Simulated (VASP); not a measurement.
Here is a VASP 6.6.1 calculation.

INCAR

```
SYSTEM = CdP
PREC = Accurate
ENCUT = 520
EDIFF = 1E-6
ISMEAR = 0
SIGMA = 0.1
LREAL = .FALSE.
LASPH = .TRUE.
NELM = 100
ALGO = Normal
ISIF = 2
LWAVE = .FALSE.
LCHARG = .FALSE.
GGA = PE
NBANDS = 16
```

The input KPOINTS:

```
Automatic mesh
0
G
  6 6 6
  0 0 0
```

Contents of POSCAR:

```
CdP
1.0
    0.0000000000      2.8417526791      2.8417526791
    2.8417526791      0.0000000000      2.8417526791
    2.8417526791      2.8417526791      0.0000000000
Cd P
1 1
Direct
    0.0000000000      0.0000000000      0.0000000000
    0.7500000000      0.7500000000      0.7500000000
```

Potentials or basis: VASP PAW PBE potentials, release 64 (Cd, P).

Command:

```bash
$ cat potpaw_PBE.64/Cd/POTCAR potpaw_PBE.64/P/POTCAR > POTCAR
$ mpirun -np 1 vasp_std > vasp.out
```

Question: Estimate the band gap on the k mesh.

Answer: Zero (an odd number of electrons rules out a gap without spin polarisation).

Question: Predict the pressure.

Answer: 8.3 GPa.

Caveat: the cell stands under pressure.
